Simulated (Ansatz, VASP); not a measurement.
One calculation of CuF, two programs

The input INCAR:

```
PREC     = Accurate       # precision mode
ENCUT    = 520            # plane-wave cutoff, eV
EDIFF    = 1E-6           # SCF threshold, eV
ISMEAR   = -1             # smearing method
SIGMA    = 0.02           # smearing width, eV
LREAL    = F              # projectors in reciprocal space
LASPH    = T              # aspherical terms in the spheres
NELM     = 100            # most SCF steps
ALGO     = Normal         # electronic algorithm
ISIF     = 2              # what is computed and relaxed
LWAVE    = F              # write WAVECAR
LCHARG   = F              # write CHGCAR
GGA      = PE             # functional
NBANDS   = 26             # bands
```

File KPOINTS:

```
regular mesh
0
Gamma
  9 9 4
```

File POSCAR:

```
CuF
1.0
    3.6051627593      0.0000000000      0.0000000000
   -1.8025813797      3.1221625344      0.0000000000
    0.0000000000      0.0000000000      5.6234894451
Cu F
2 2
Direct
    0.3333333333      0.6666666667      0.2500000000
    0.6666666667      0.3333333333      0.7500000000
    0.6666666667      0.3333333333      0.2500000000
    0.3333333333      0.6666666667      0.7500000000
```

Input for Ansatz:

```yaml
crystal:
  lattice:
    - [3.6051627593, 0.0, 0.0]
    - [-1.8025813797, 3.1221625344, 0.0]
    - [0.0, 0.0, 5.6234894451]
  atoms:
    - { symbol: Cu, position: [0.3333333333, 0.6666666667, 0.25] }
    - { symbol: Cu, position: [0.6666666667, 0.3333333333, 0.75] }
    - { symbol: F, position: [0.6666666667, 0.3333333333, 0.25] }
    - { symbol: F, position: [0.3333333333, 0.6666666667, 0.75] }
kpoints:
  mp_grid: { grid: [9, 9, 4] }
hamiltonian:
  xc: pbe
scf:
  occupations: { method: fermi_dirac, width: 0.02 }
  n_extra_bands: 5
output:
  forces: true
  stress: true
  eigenvalues: true
```

Alike in both runs: task single point; functional PBE; k mesh 9 × 9 × 4; occupations fermi-dirac, width 0.02 eV; no spin polarisation.

```csv
,VASP,Ansatz
version,VASP 6.6.1,Ansatz 0.2.0
potentials or method,"VASP PAW PBE potentials, release 64 (Cu, F)","plane waves, PAW"
plane-wave cutoff (eV),520,420
valence electrons in the cell,36,52
```

|  | VASP | Ansatz | Ansatz less VASP |
| --- | --- | --- | --- |
| pressure (GPa) | -3.0 | -3.0 | 0.00 |
| traceless stress, the component that is largest in VASP (GPa) | 1.52 | 1.76 | +0.240 |

VASP's potentials hold 36 valence electrons a cell and Ansatz's 52, so a difference there can come from the potentials and not from the codes.
